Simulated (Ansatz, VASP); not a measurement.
# One calculation of Ti, two programs

```
CELL_PARAMETERS angstrom
0.00000 2.03000 2.03000
2.03000 0.00000 2.03000
2.03000 2.03000 0.00000
ATOMIC_POSITIONS crystal
Ti 0.00000 0.00000 0.00000
```

Alike in both runs: task electric field gradients; functional PBE; k mesh 15 × 15 × 15; occupations fermi-dirac, width 0.05 eV; no spin polarisation.

```csv
,VASP,Ansatz
version,VASP 6.6.1,Ansatz 0.2.0
potentials or method,"VASP PAW PBE potentials, release 64 (Ti_sv)","PAW with Ansatz's default frozen-core files, scalar-relativistic"
plane-wave cutoff (eV),520,420
valence electrons in the cell,12,12
```

VASP gave:

```
pressure (GPa) : 4.2
```

Q: Which values does Ansatz return?

A: Pressure (GPa): 4.5.

With one functional, cell and mesh, what is left measures potentials, basis and numerics.
